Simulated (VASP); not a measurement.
# BaTiO3 (R3m) in VASP: single point with r2SCAN

Aim: the single point of BaTiO3 with r2SCAN.

All numbers are computed with VASP 6.6.1; they aren't measurements. Logs are shortened: lines on timing, memory, paths and dates and some standing lists are left out, and cuts for length are marked.

### Step 1. The cell of the first run

Symmetry: R3m, No. 160, trigonal system. Conventional cell: a = 5.729 Å, b = 5.729 Å, c = 7.046 Å, α = 90.00°, β = 90.00°, γ = 120.00°. Ba (site symmetry 3m) has 12 O at 2.81 to 2.94 Å and 8 Ti at 3.44 to 3.61 Å within 3.7 Å. Within 2.5 Å of Ti (site symmetry 3m) lie 6 O at 1.90 to 2.16 Å. Within 2.5 Å of O (site symmetry m) lie 2 Ti at 1.90 to 2.16 Å. O (site symmetry m) has 2 Ti at 1.90 to 2.16 Å within 2.5 Å.

### Step 2. Single point, r2SCAN

POSCAR reads:

```
BaTiO3
1.0
    4.0566109000      0.0000000000      0.0000000000
    0.0113280300      4.0565906400      0.0000000000
    0.0226560600      0.0225952700      8.1131610100
Ba Ti O
2 2 6
Direct
    0.0000000000      0.0000000000      0.0000000000
    0.0000000000      0.0000000000      0.5000000000
    0.4880000000      0.4880000000      0.2440000000
    0.4880000000      0.4880000000      0.7440000000
    0.5116000000      0.5116000000      0.0097500000
    0.5116000000      0.5116000000      0.5097500000
    0.0195000000      0.5116000000      0.2558000000
    0.0195000000      0.5116000000      0.7558000000
    0.5116000000      0.0195000000      0.2558000000
    0.5116000000      0.0195000000      0.7558000000
```

INCAR.step1 reads:

```
SYSTEM = BaTiO3
PREC = Accurate ; ENCUT = 520
ISMEAR = -1 ; SIGMA = 0.1
LREAL = .FALSE. ; LASPH = .TRUE.
NELM = 60 ; NBANDS = 51
GGA = PE ; ALGO = Normal
EDIFF = 1E-4 ; LWAVE = .TRUE.
LCHARG = .FALSE.
```

INCAR.step2 reads:

```
SYSTEM = BaTiO3
PREC = Accurate ; ENCUT = 520
EDIFF = 1E-7 ; ISMEAR = -1
SIGMA = 0.1 ; LREAL = .FALSE.
LASPH = .TRUE. ; NELM = 60
ALGO = Normal ; ISIF = 2
LWAVE = .FALSE. ; LCHARG = .FALSE.
METAGGA = R2SCAN ; LMIXTAU = .TRUE.
NBANDS = 51 ; ISTART = 1
```

KPOINTS reads:

```
Automatic mesh
0
G
  6 6 3
  0 0 0
```

Potentials or basis: VASP PAW PBE potentials, release 64 (Ba_sv, Ti_sv, O).

The run is started by

```sh
$ cat potpaw_PBE.64/Ba_sv/POTCAR potpaw_PBE.64/Ti_sv/POTCAR potpaw_PBE.64/O/POTCAR > POTCAR
$ cp INCAR.step1 INCAR
$ mpirun -np 1 vasp_std > vasp.out
$ cp INCAR.step2 INCAR
$ mpirun -np 1 vasp_std > vasp.out
```

OUTCAR:

```text
SYSTEM = BaTiO3
   PREC = Accurate
   ENCUT = 520
   EDIFF = 1E-7
   ISMEAR = -1
   LREAL = .FALSE.
   LASPH = .TRUE.
   NELM = 60
   ISIF = 2
   METAGGA = R2SCAN
   ISTART = 1

 ion  position               nearest neighbor table
   1  0.000  0.000  0.000-   5 2.81   8 2.81  10 2.81   8 2.87   5 2.87   5 2.87   7 2.87  10 2.87
                             9 2.87   5 2.94   7 2.94   9 2.94   3 3.44   3 3.48   4 3.48   3 3.48
   2  0.000  0.000  0.500-   6 2.81   7 2.81   9 2.81   7 2.87   6 2.87   6 2.87   8 2.87   9 2.87
                            10 2.87   6 2.94   8 2.94  10 2.94   4 3.44   4 3.48   3 3.48   4 3.48
   3  0.488  0.488  0.244-   9 1.90   7 1.90   5 1.90   9 2.16   7 2.16   6 2.16   1 3.44   1 3.48
                             2 3.48   1 3.48   1 3.54   2 3.54   2 3.54   2 3.61
   4  0.488  0.488  0.744-  10 1.90   8 1.90   6 1.90  10 2.16   8 2.16   5 2.16   2 3.44   2 3.48
                             1 3.48   2 3.48   2 3.54   1 3.54   1 3.54   1 3.61
   5  0.512  0.512  0.010-   3 1.90   4 2.16   1 2.81   1 2.87   1 2.87   1 2.94
   6  0.512  0.512  0.510-   4 1.90   3 2.16   2 2.81   2 2.87   2 2.87   2 2.94
   7  0.020  0.512  0.256-   3 1.90   3 2.16   2 2.81   2 2.87   1 2.87   1 2.94
   8  0.020  0.512  0.756-   4 1.90   4 2.16   1 2.81   1 2.87   2 2.87   2 2.94
   9  0.512  0.020  0.256-   3 1.90   3 2.16   2 2.81   2 2.87   1 2.87   1 2.94
  10  0.512  0.020  0.756-   4 1.90   4 2.16   1 2.81   1 2.87   2 2.87   2 2.94

  LATTYP: Found a base centered monoclinic cell.
 ALAT       =     5.7449155571
 B/A-ratio  =     0.9972113989
 C/A-ratio  =     1.4122442753
 COS(beta)  =    -0.0039438762

  Lattice vectors:

 A1 = (  -4.0566109000,   0.0000000000,   0.0000000000)
 A2 = (  -0.0113280300,  -4.0565906400,   0.0000000000)
 A3 = (   0.0226560600,   0.0225952700,   8.1131610100)

Analysis of symmetry for initial positions (statically):
=====================================================================
 Subroutine PRICEL returns following result:

  LATTYP: Found a trigonal (rhomboedric) cell.
 ALAT       =     4.0566120537
 COS(alpha) =     0.0027924854

  Lattice vectors:

 A1 = (   4.0566109000,   0.0000000000,   0.0000000000)
 A2 = (   0.0113280300,   4.0565906400,   0.0000000000)
 A3 = (   0.0113280300,   0.0112976350,   4.0565805050)

   2 primitive cells build up your supercell.

 Routine SETGRP: Setting up the symmetry group for a
 base centered monoclinic supercell.

 Subroutine GETGRP returns: Found  2 space group operations
 (whereof  2 operations were pure point group operations)
 out of a pool of  4 trial point group operations.

The static configuration has the point symmetry C_1h.

Analysis of symmetry for dynamics (positions and initial velocities):
=====================================================================
 Subroutine PRICEL returns following result:

  LATTYP: Found a trigonal (rhomboedric) cell.
 ALAT       =     4.0566120537
 COS(alpha) =     0.0027924854

  Lattice vectors:

 A1 = (   4.0566109000,   0.0000000000,   0.0000000000)
 A2 = (   0.0113280300,   4.0565906400,   0.0000000000)
 A3 = (   0.0113280300,   0.0112976350,   4.0565805050)

   2 primitive cells build up your supercell.

 Routine SETGRP: Setting up the symmetry group for a
 base centered monoclinic supercell.

 Subroutine GETGRP returns: Found  2 space group operations
 (whereof  2 operations were pure point group operations)
 out of a pool of  4 trial point group operations.

The dynamic configuration has the point symmetry C_1h.

 Subroutine INISYM returns: Found  2 space group operations
 (whereof  2 operations are pure point group operations),
 and found     2 'primitive' translations

----------------------------------------------------------------------------------------

                                     Primitive cell

  volume of cell :      66.7551

  direct lattice vectors                    reciprocal lattice vectors
     4.056610900  0.000000000  0.000000000     0.246511195 -0.000688383 -0.000686467
     0.011328030  4.056590640  0.000000000     0.000000000  0.246512426 -0.000686541
     0.011328030  0.011297635  4.056580505     0.000000000  0.000000000  0.246513042

  length of vectors
     4.056610900  4.056606457  4.056612054     0.246513112  0.246513382  0.246513042

  position of ions in fractional coordinates (direct lattice)
     0.000000000  0.000000000  0.000000000
     0.488000000  0.488000000  0.488000000
     0.511600000  0.511600000  0.019500000
     0.019500000  0.511600000  0.511600000
     0.511600000  0.019500000  0.511600000

  ion indices of the primitive-cell ions
   primitive index   ion index
                 1           1
                 2           3
                 3           5
                 4           8
                 5          10

----------------------------------------------------------------------------------------

 KPOINTS: Automatic mesh

Automatic generation of k-mesh.
 Grid dimensions read from file:
 generate k-points for:    6    6    3

 Generating k-lattice:

  Cartesian coordinates                     Fractional coordinates (reciprocal lattice)
     0.041085199 -0.000114730 -0.000114411     0.166666667 -0.000000000 -0.000000000
     0.000000000  0.041085404 -0.000114423     0.000000000  0.166666667  0.000000000
     0.000000000  0.000000000  0.041085507     0.000000000  0.000000000  0.333333333

  Length of vectors
     0.041085519  0.041085564  0.041085507

  Shift w.r.t. Gamma in fractional coordinates (k-lattice)
     0.000000000  0.000000000  0.000000000

 -----------------------------------------------------------------------------
|                                                                             |
|           W    W    AA    RRRRR   N    N  II  N    N   GGGG   !!!           |
|           W    W   A  A   R    R  NN   N  II  NN   N  G    G  !!!           |
|           W    W  A    A  R    R  N N  N  II  N N  N  G       !!!           |
|           W WW W  AAAAAA  RRRRR   N  N N  II  N  N N  G  GGG   !            |
|           WW  WW  A    A  R   R   N   NN  II  N   NN  G    G                |
|           W    W  A    A  R    R  N    N  II  N    N   GGGG   !!!           |
|                                                                             |
|     Your reciprocal lattice and k-lattice belong to different lattice       |
|     classes:                                                                |
|                                                                             |
|        The reciprocal lattice is base-centered monoclinic,                  |
|        whereas your k-lattice is rhombohedral (trigonal).                   |
|                                                                             |
|     Results are often still useful ...                                      |
|                                                                             |
 -----------------------------------------------------------------------------

 Subroutine IBZKPT returns following result:
 ===========================================

 Found     34 irreducible k-points:

 Following reciprocal coordinates:
            Coordinates               Weight
  0.000000  0.000000  0.000000      1.000000
  0.166667 -0.000000 -0.000000      4.000000
  0.333333 -0.000000 -0.000000      4.000000
  0.500000 -0.000000 -0.000000      2.000000
  0.166667  0.166667 -0.000000      2.000000
  0.333333  0.166667 -0.000000      4.000000
[... 16 lines left out ...]
 -0.333333  0.166667  0.333333      4.000000
 -0.166667  0.166667  0.333333      4.000000
 [... further k-points ...]
   k-points           NKPTS =     34   k-points in BZ     NKDIM =     34   number of bands    NBANDS=     51
   number of dos      NEDOS =    301   number of ions     NIONS =     10
   total plane-waves  NPLWV =  54000
   dimension x,y,z NGX =    30 NGY =   30 NGZ =   60
   dimension x,y,z NGXF=    60 NGYF=   60 NGZF=  120
   ions per type =               2   2   6
   NGX,Y,Z   is equivalent  to a cutoff of  12.29, 12.29, 12.29 a.u.
   NGXF,Y,Z  is equivalent  to a cutoff of  24.59, 24.59, 24.59 a.u.
 SYSTEM =  BaTiO3
   PREC   = accura    normal or accurate (medium, high low for compatibility)
   ISTART =      1    job   : 0-new  1-cont  2-samecut
   ICHARG =      0    charge: 1-file 2-atom 10-const
   ISPIN  =      1    spin polarized calculation?
   LNONCOLLINEAR =      F non collinear calculations
   LSORBIT =      F    spin-orbit coupling
   LASPH  =      T    aspherical Exc in radial PAW
   ENCUT  =  520.0 eV  38.22 Ry    6.18 a.u.   7.54  7.54 15.09*2*pi/ulx,y,z
   NELM   =     60;   NELMIN=  2; NELMDL=  0     # of ELM steps
   EDIFF  = 0.1E-06   stopping-criterion for ELM
   LREAL  =      F    real-space projection
   EDIFFG = 0.1E-05   stopping-criterion for IOM
   NSW    =      0    number of steps for IOM
   IBRION =     -1    ionic relax: 0-MD 1-quasi-New 2-CG
   NFREE  =      0    steps in history (QN), initial steepest desc. (CG)
   ISIF   =      2    stress and relaxation
   ISYM   =      2    0-nonsym 1-usesym 2-fastsym
   POTIM  = 0.5000    time-step for ionic-motion
   TEBEG  =    0.0;   TEEND  =   0.0 temperature during run
   PSTRESS=    0.0 pullay stress
   NELECT =      80.0000    total number of electrons
   NUPDOWN=      -1.0000    fix difference up-down
   EMIN   =  10.00;   EMAX   =-10.00  energy-range for DOS
   EFERMI =   0.00;   METHOD = LEGACY
   ISMEAR =    -1;   SIGMA  =   0.10  broadening in eV -4-tet -1-fermi 0-gaus
   EFERMI_NEDOS =   21; number of points for ismear=-14 and -15
   IALGO  =     38    algorithm
   IMIX   =      4    mixing-type and parameters
     AMIX     =   0.40;   BMIX     =  1.00
     AMIX_MAG =   1.60;   BMIX_MAG =  1.00
  volume/ion in A,a.u.               =      13.35        90.10
  Fermi-wavevector in a.u.,A,eV,Ry     =   1.380172  2.608147 25.917403  1.904875
  Thomas-Fermi vector in A             =   2.505074
   LORBIT       =      0    0 simple, 1 ext, 2 COOP (PROOUT), +10 PAW based schemes
   METAGGA = R2SCAN    functional components
   LHFCALC =     F    Hartree Fock is set to
   AEXX    =    0.0000 exact exchange contribution
   IVDW    =     0    specifies the selected vdW correction
   LEPSILON=     F    determine dielectric tensor
   LRPA    =     F    only Hartree local field effects (RPA)
 non-spin polarized calculation
  energy-cutoff  :      520.00
  volume of cell :      133.51
 maximum number of plane-waves:      3616
   NGX = 15   NGY = 15   NGZ = 31

 number of electron      79.9999996 magnetization

 Free energy of the ion-electron system (eV)
  ---------------------------------------------------
  ext. energy  EPLUGINS =         0.00000000
  ---------------------------------------------------
  free energy    TOTEN  =      -148.52260337 eV

  energy without entropy =     -148.52260167  energy(sigma->0) =     -148.52260252

 E-fermi :   4.5076     XC(G=0): -11.6746

 val. band max:        3.1731241832   @ k =   0.5000   0.5000  -0.0000
 cond. band min:       5.7936760071   @ k =   0.0000   0.0000   0.0000
 fundamental gap:      2.6205518239
 Fermi energy:         4.5075836289

 k-point     1 :       0.0000    0.0000    0.0000
  band No.  band energies     occupation
      1     -55.5509      2.00000
      2     -55.5500      2.00000
      3     -30.7723      2.00000
      4     -30.7272      2.00000
      5     -30.7239      2.00000
      6     -30.7229      2.00000
[... 43 lines left out ...]
     50       8.7489      0.00000
     51       8.7489      0.00000
[... 1240 lines left out ...]
     50       9.5318      0.00000
     51      10.0436      0.00000

 [... further k-points ...]

------------------------ aborting loop because EDIFF is reached ----------------------------------------

  FORCE on cell =-STRESS in cart. coord.  units (eV):
  Direction    XX          YY          ZZ          XY          YZ          ZX
  --------------------------------------------------------------------------------------
  -------------------------------------------------------------------------------------
  Total       -2.6308798     -2.6312617     -2.6318487      0.0694068      0.0689686      0.0691889
  in kB      -31.5716268    -31.5762089    -31.5832541      0.8329096      0.8276513      0.8302948
  external PRESSURE =     -31.5770299 kB  Pullay stress =       0.0000000 kB

 VOLUME and BASIS-vectors are now :
 -----------------------------------------------------------------------------
  energy-cutoff  :      520.00
  volume of cell :      133.51
      direct lattice vectors                 reciprocal lattice vectors
     4.056610900  0.000000000  0.000000000     0.246511195 -0.000688383 -0.000686467
     0.011328030  4.056590640  0.000000000     0.000000000  0.246512426 -0.000686541
     0.022656060  0.022595270  8.113161010     0.000000000  0.000000000  0.123256521

 POSITION                                       TOTAL-FORCE (eV/Angst)
 -----------------------------------------------------------------------------------
      0.00000      0.00000      0.00000         0.001575      0.001570      0.001566
      0.01133      0.01130      4.05658         0.001575      0.001570      0.001566
      1.99068      1.98513      1.97961        -0.150199     -0.149780     -0.149355
      2.00201      1.99643      6.03619        -0.150199     -0.149780     -0.149355
      2.08138      2.07557      0.07910        -0.025784     -0.025712      0.200330
      2.09271      2.08687      4.13568        -0.025784     -0.025712      0.200330
      0.09069      2.08113      2.07535         0.200196     -0.026346     -0.026270
      0.10202      2.09243      6.13193         0.200196     -0.026346     -0.026270
      2.08138      0.08488      2.07535        -0.025787      0.200269     -0.026270
      2.09271      0.09618      6.13193        -0.025787      0.200269     -0.026270
 -----------------------------------------------------------------------------------
    total drift:                                0.000764      0.000605      0.000653

  FREE ENERGIE OF THE ION-ELECTRON SYSTEM (eV)
  ---------------------------------------------------
  free  energy   TOTEN  =      -148.5226033729 eV

  energy  without entropy=     -148.5226016737  energy(sigma->0) =     -148.52260252
```

It took 18 min on 1 thread of Intel Xeon Platinum 8259CL at 2.50GHz (Skylake/Cascade Lake), shared host; peak memory 0.37 GiB.

Results:

```
Free energy            : -148.5226 eV
Pressure               : -3.2 GPa
Largest force          : 0.259 eV/Å
Band gap on the k mesh : 2.62 eV
```

Forces in eV/Å, atoms in the order of the input:
```
Ba   0.002  0.002  0.002
Ba   0.002  0.002  0.002
Ti  -0.150 -0.150 -0.149
Ti  -0.150 -0.150 -0.149
O   -0.026 -0.026  0.200
O   -0.026 -0.026  0.200
O    0.200 -0.026 -0.026
O    0.200 -0.026 -0.026
O   -0.026  0.200 -0.026
O   -0.026  0.200 -0.026
```

Caveat: the cell stands under tension; the PAW data sets were made with another functional, which shifts forces and pressure a little; spin-orbit coupling is left out, which moves the levels of the heavy elements; an odd mesh through Γ misses points on the zone boundary, where band edges can lie.
